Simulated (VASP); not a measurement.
Crystal: GaSb.

```
Ga Sb
1.0
     4.23648    0.00000    0.00000
    -0.28448    4.22691    0.00000
    -0.85837   -3.15840    2.68988
Ga Sb
1 1
Direct
  0.00000 0.00000 0.00000
  0.50000 0.50000 0.00000
```

Base run:

```yaml
Program: VASP 6.6.1
Functional: r2SCAN
Potentials_or_basis: VASP PAW PBE potentials, release 64 (Ga_d, Sb)
Cutoff: 520 eV
k_mesh: 8 × 8 × 8
Occupations: fermi-dirac, width 0.05 eV
Spin: no spin polarisation
```

Its results: band gap on the k mesh zero (band 9 reaches 8.45 eV, above the bottom of band 10 at 3.97 eV); pressure -1.9 GPa.

Problem. The run is repeated on the same cell with these changes: k mesh from 8 × 8 × 8 to 3 × 3 × 3. What comes out?

Solution. Band gap on the k mesh zero (band 9 reaches 7.34 eV, above the bottom of band 10 at 3.45 eV); pressure -3.0 GPa.

Caveats: some runs use coarse meshes; the PAW data sets were made with another functional, which shifts forces and pressure a little; spin-orbit coupling is left out, which moves the levels of the heavy elements.
